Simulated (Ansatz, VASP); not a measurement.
# One calculation of HgTe, two programs

```xyz
2
Lattice="0.0000 3.3921 3.3921 3.3921 0.0000 3.3921 3.3921 3.3921 0.0000" Properties=species:S:1:pos:R:3 pbc="T T T"
Hg    0.0000    0.0000    0.0000
Te    1.6961    1.6961    1.6961
```

Alike in both runs: task single point; functional PBE; k mesh 6 × 6 × 6; occupations fermi-dirac, width 0.02 eV; no spin polarisation.

```csv
,VASP,Ansatz
version,VASP 6.6.1,Ansatz 0.2.0
potentials or method,"VASP PAW PBE potentials, release 64 (Hg, Te)","plane waves, PAW"
plane-wave cutoff (eV),500,420
valence electrons in the cell,18,36
```

|  | VASP | Ansatz | Ansatz less VASP |
| --- | --- | --- | --- |
| pressure (GPa) | -1.7 | -1.7 | -0.04 |

VASP's potentials hold 18 valence electrons a cell and Ansatz's 36, so a difference there can come from the potentials and not from the codes.

Neither program's run includes spin-orbit coupling.
